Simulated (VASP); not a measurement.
# Al3Cl (P6/mmm) in VASP: notebook, part 2 of 2

VASP 6.6.1. Earlier steps stand in the parts before.

## Step 3: Single point, PBE

This run uses another cell than the first one, of 22.66 Å³/atom, 1.092 times its volume.

Input file INCAR:

```
ALGO = Normal ; EDIFF = 1E-6
ENCUT = 520 ; GGA = PE
ISIF = 2 ; ISMEAR = 0
LASPH = T ; LCHARG = F
LREAL = F ; LWAVE = F
NBANDS = 16 ; NELM = 60
PREC = Accurate ; SIGMA = 0.1
```

Input file KPOINTS:

```
k-points
0
Gamma
  6 6 4
```

Input file POSCAR:

```
Al3Cl
1.0
    4.1881376200      0.0000000000      0.0000000000
   -2.0940688100      3.6270335800      0.0000000000
    0.0000000000      0.0000000000      5.9664339200
Al Cl
3 1
Direct
    0.5000000000      0.0000000000      0.0000000000
    0.0000000000      0.5000000000      0.0000000000
    0.5000000000      0.5000000000      0.0000000000
    0.0000000000      0.0000000000      0.5000000000
```

Potentials or basis: VASP PAW PBE potentials, release 64 (Al, Cl).

Run with:

```sh
$ cat potpaw_PBE.64/Al/POTCAR potpaw_PBE.64/Cl/POTCAR > POTCAR
$ mpirun -np 1 vasp_std > vasp.out
```

OUTCAR:

```text
EDIFF = 1E-6
   ENCUT = 520
   GGA = PE
   ISIF = 2
   ISMEAR = 0
   LASPH = T
   LREAL = F
   NELM = 60
   PREC = Accurate

 ion  position               nearest neighbor table
   1  0.500  0.000  0.000-   2 2.09   3 2.09   3 2.09   2 2.09
   2  0.000  0.500  0.000-   3 2.09   3 2.09   1 2.09   1 2.09
   3  0.500  0.500  0.000-   2 2.09   2 2.09   1 2.09   1 2.09
   4  0.000  0.000  0.500-

  LATTYP: Found a hexagonal cell.
 ALAT       =     4.1881376200
 C/A-ratio  =     1.4246031199

  Lattice vectors:

 A1 = (   4.1881376200,   0.0000000000,   0.0000000000)
 A2 = (  -2.0940688100,   3.6270335800,   0.0000000000)
 A3 = (   0.0000000000,   0.0000000000,   5.9664339200)

Analysis of symmetry for initial positions (statically):
=====================================================================
 Subroutine PRICEL returns:
 Original cell was already a primitive cell.

 Routine SETGRP: Setting up the symmetry group for a
 hexagonal supercell.

 Subroutine GETGRP returns: Found 24 space group operations
 (whereof 24 operations were pure point group operations)
 out of a pool of 24 trial point group operations.

The static configuration has the point symmetry D_6h.

Analysis of symmetry for dynamics (positions and initial velocities):
=====================================================================
 Subroutine PRICEL returns:
 Original cell was already a primitive cell.

 Routine SETGRP: Setting up the symmetry group for a
 hexagonal supercell.

 Subroutine GETGRP returns: Found 24 space group operations
 (whereof 24 operations were pure point group operations)
 out of a pool of 24 trial point group operations.

[... 116 lines left out ...]
   EFERMI_NEDOS =   21; number of points for ismear=-14 and -15
   IALGO  =     38    algorithm
   IMIX   =      4    mixing-type and parameters
     AMIX     =   0.40;   BMIX     =  1.00
     AMIX_MAG =   1.60;   BMIX_MAG =  1.00
  volume/ion in A,a.u.               =      22.66       152.91
  Fermi-wavevector in a.u.,A,eV,Ry     =   0.918373  1.735473 11.475272  0.843409
  Thomas-Fermi vector in A             =   2.043447
   LORBIT       =      0    0 simple, 1 ext, 2 COOP (PROOUT), +10 PAW based schemes
   GGA     = PE    functional components
   LHFCALC =     F    Hartree Fock is set to
   AEXX    =    0.0000 exact exchange contribution
   IVDW    =     0    specifies the selected vdW correction
   LEPSILON=     F    determine dielectric tensor
   LRPA    =     F    only Hartree local field effects (RPA)
 non-spin polarized calculation
 Gauss-broadening in eV      SIGMA  =   0.10
  energy-cutoff  :      520.00
  volume of cell :       90.63
 maximum number of plane-waves:      2457
 NGX is ok and might be reduce to    32
   NGX = 15   NGY = 15   NGZ = 23

 number of electron      16.0000000 magnetization

 Free energy of the ion-electron system (eV)
  ---------------------------------------------------
  ext. energy  EPLUGINS =         0.00000000
  ---------------------------------------------------
  free energy    TOTEN  =        -4.50320029 eV

  energy without entropy =       -4.48297318  energy(sigma->0) =       -4.49308674

 E-fermi :   3.0405     XC(G=0):  -8.4663

 val. band max:        3.0068184176   @ k =   0.5000   0.0000   0.2500
 cond. band min:       3.0827255037   @ k =   0.3333   0.1667   0.2500
 fundamental gap:      0.0759070861
 Fermi energy:         3.0405469390

 k-point     1 :       0.0000    0.0000    0.0000
  band No.  band energies     occupation
      1     -10.4379      2.00000
      2      -7.0365      2.00000
      3      -0.6595      2.00000
      4      -0.2388      2.00000
      5       1.8342      2.00000
      6       1.8342      2.00000
[... 376 lines left out ...]
      3      -4.2953      2.00000
      4      -1.8917      2.00000
      5       0.8591      2.00000
      6       0.8591      2.00000
[... 8 lines left out ...]
     15      11.6865      0.00000
     16      12.6300      0.00000

------------------------ aborting loop because EDIFF is reached ----------------------------------------

  FORCE on cell =-STRESS in cart. coord.  units (eV):
  Direction    XX          YY          ZZ          XY          YZ          ZX
  --------------------------------------------------------------------------------------
  -------------------------------------------------------------------------------------
  Total       32.2520723     32.2520724     -3.4016438      0.0000000     -0.0000000      0.0000000
  in kB      570.1391338    570.1391358    -60.1328882      0.0000000     -0.0000000      0.0000000
  external PRESSURE =     360.0484605 kB  Pullay stress =       0.0000000 kB

 VOLUME and BASIS-vectors are now :
 -----------------------------------------------------------------------------
  energy-cutoff  :      520.00
  volume of cell :       90.63
      direct lattice vectors                 reciprocal lattice vectors
     4.188137620  0.000000000  0.000000000     0.238769613  0.137853700  0.000000000
    -2.094068810  3.627033580  0.000000000     0.000000000  0.275707401  0.000000000
     0.000000000  0.000000000  5.966433920     0.000000000  0.000000000  0.167604303

 POSITION                                       TOTAL-FORCE (eV/Angst)
 -----------------------------------------------------------------------------------
      2.09407      0.00000      0.00000         0.000000      0.000000      0.000000
     -1.04703      1.81352      0.00000         0.000000      0.000000      0.000000
      1.04703      1.81352      0.00000        -0.000000      0.000000      0.000000
      0.00000      0.00000      2.98322         0.000000      0.000000      0.000000
 -----------------------------------------------------------------------------------
    total drift:                               -0.000000     -0.000000     -0.000000

  FREE ENERGIE OF THE ION-ELECTRON SYSTEM (eV)
  ---------------------------------------------------
  free  energy   TOTEN  =        -4.5032002922 eV

  energy  without entropy=       -4.4829731842  energy(sigma->0) =       -4.49308674
```

stdout:

```text
POSCAR found type information on POSCAR AlCl
 POSCAR found :  2 types and       4 ions
 scaLAPACK will be used
 LDA part: xc-table for (Slater+PW92), standard interpolation
 POSCAR, INCAR and KPOINTS ok, starting setup
 FFT: planning ... GRIDC
 FFT: planning ... GRID_SOFT
 FFT: planning ... GRID
 WAVECAR not read
 entering main loop
```

Run time: 51 s. Hardware: 1 thread of AMD EPYC, shared host; peak memory 0.18 GiB.

Results:

| Quantity | Value |
| --- | --- |
| Free energy | -4.5032 eV |
| Pressure | 36.0 GPa |
| Band gap on the k mesh | zero (band 8 reaches 4.01 eV, above the bottom of band 9 at 2.46 eV) |
